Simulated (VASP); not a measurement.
## HPbNO4: single point with PBE

The system is HPbNO4.

```
H Pb N O
1.0
     4.27531   -0.00040    0.00636
    -2.08399    5.20775   -0.04907
    -2.12377   -1.86574    4.91491
H Pb N O
1 1 1 4
Cartesian
  2.2338 -1.5247 4.4769
  0.1373 4.0030 0.6652
  -2.0197 1.5311 2.4473
  2.2736 4.7756 0.1022
  -1.9905 2.6889 2.9560
  2.2225 1.4102 1.1945
  -2.0163 0.5081 3.1892
```

* Program: VASP 6.6.1
* Task: single point
* Functional: PBE
* Potentials or basis: VASP PAW PBE potentials, release 64 (H, Pb_d, N, O)
* Cutoff: 600 eV
* k mesh: 5 × 4 × 4
* Occupations: fermi-dirac, width 0.05 eV
* Spin: non-collinear spin, zero start, spin-orbit coupling
* Starting moments: [[0.0, 0.0, 0.0], [0.0, 0.0, 0.0], [0.0, 0.0, 0.0], [0.0, 0.0, 0.0], [0.0, 0.0, 0.0], [0.0, 0.0, 0.0], [0.0, 0.0, 0.0]] μB

```yaml
Pressure: 0.4 GPa
Largest_force: 0.384 eV/Å
Net_moment: 0.00 μB per cell
Valence_electrons_inside_the_program's_atomic_spheres: H 0.74; Pb 11.76; N 3.81; O 5.08, 5.06 (each value once)
```

Forces on the atoms (eV/Å):
```
H    0.000  0.107 -0.081
Pb   0.001  0.011 -0.007
N   -0.002 -0.023  0.007
O   -0.001 -0.105  0.078
O    0.009  0.351  0.155
O   -0.009 -0.037 -0.376
O    0.002 -0.304  0.225
```

Stress tensor (GPa, compression positive):
```
-0.39  0.01  0.03
 0.01  0.84 -0.11
 0.03 -0.11  0.81
```

Moments on the atoms (μB; x, y, z):
```
H   0.00 0.00 0.00
Pb  0.00 0.00 0.00
N   0.00 0.00 0.00
O   0.00 0.00 0.00
O   0.00 0.00 0.00
O   0.00 0.00 0.00
O   0.00 0.00 0.00
```

It took 7.2 min on 4 MPI ranks on Intel(R) Xeon(R) Platinum 8259CL CPU @ 2.50GHz (Skylake/Cascade Lake), with other jobs on the host, peak memory 1.2 GiB a rank.
